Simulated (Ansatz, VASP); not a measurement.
# Ag: VASP beside Ansatz

```
Ag
1.0
     2.96437    0.00000    0.00000
    -1.48219    2.56722    0.00000
     0.00000    0.00000    9.80258
Ag
4
Direct
  0.33333 0.66667 0.25000
  0.66667 0.33333 0.75000
  0.00000 0.00000 0.00000
  0.00000 0.00000 0.50000
```

Alike in both runs: task single point; functional PBEsol; k mesh 17 × 17 × 5; occupations fermi-dirac, width 0.1 eV; no spin polarisation.

|  | VASP | Ansatz |
| --- | --- | --- |
| version | VASP 6.6.1 | Ansatz 0.2.0 |
| potentials or method | VASP PAW PBE potentials, release 64 (Ag), cutoff 520 eV | plane waves (420 eV) with PAW, scalar-relativistic |
| valence electrons in the cell | 44 | 76 |

Ansatz gave:

| Property | Result |
| --- | --- |
| pressure (GPa) | -9.6 |
| traceless stress, the component that is largest in VASP (GPa) | -0.15 |

Q: What did VASP give for the same quantities?

A: Pressure (GPa): -9.7; traceless stress, the component that is largest in VASP (GPa): -0.15.

VASP's potentials were made for PBE, not for PBEsol, and Ansatz warns of the same on its side. VASP's potentials hold 44 valence electrons a cell and Ansatz's 76, so a difference there can come from the potentials and not from the codes.
